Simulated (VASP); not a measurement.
Runs of VASP 6.6.1 on Gd. The structure is that of space group P6_3/mmc (No. 194), or close to it. The cells are those of the table. 

```tsv
cell	gap on the mesh (eV)	pressure (GPa)	moment (μB)
a = 3.574, b = 3.574, c = 5.685 Å, angles 90.0, 90.0, 120.0°, 2 atoms	none	2.2	15.22
a = 3.636, b = 3.636, c = 5.783 Å, angles 90.0, 90.0, 120.0°, 2 atoms	none	(a)	15.30
a = 3.543, b = 3.543, c = 5.634 Å, angles 90.0, 90.0, 120.0°, 2 atoms	none	3.6	15.18
a = 3.605, b = 3.605, c = 5.734 Å, angles 90.0, 90.0, 120.0°, 2 atoms	none	(c)	15.27
a = 3.511, b = 3.511, c = 5.583 Å, angles 90.0, 90.0, 120.0°, 2 atoms	none	4.8	(b)
```

Alike in all rows: task single point; level PBE; potentials or basis VASP PAW PBE potentials, release 64 (Gd); spin collinear, ferromagnetic start; k mesh 9 × 9 × 5; cutoff (eV) 520; smearing methfessel-paxton 0.1 eV.

Problem. Fill in the values left out.

Solution. (a) 0.5; (b) 15.15; (c) 1.2.

Caveats: spin-orbit coupling is left out, which moves the levels of the heavy elements; semilocal functionals describe open f shells poorly, which spoils levels, moments and volumes; the cell stands under pressure (at least some runs).

A k mesh can miss the band edges, and the runs leave out spin-orbit coupling on Gd.

A gap of «none» marks levels without a gap at the run's occupations.
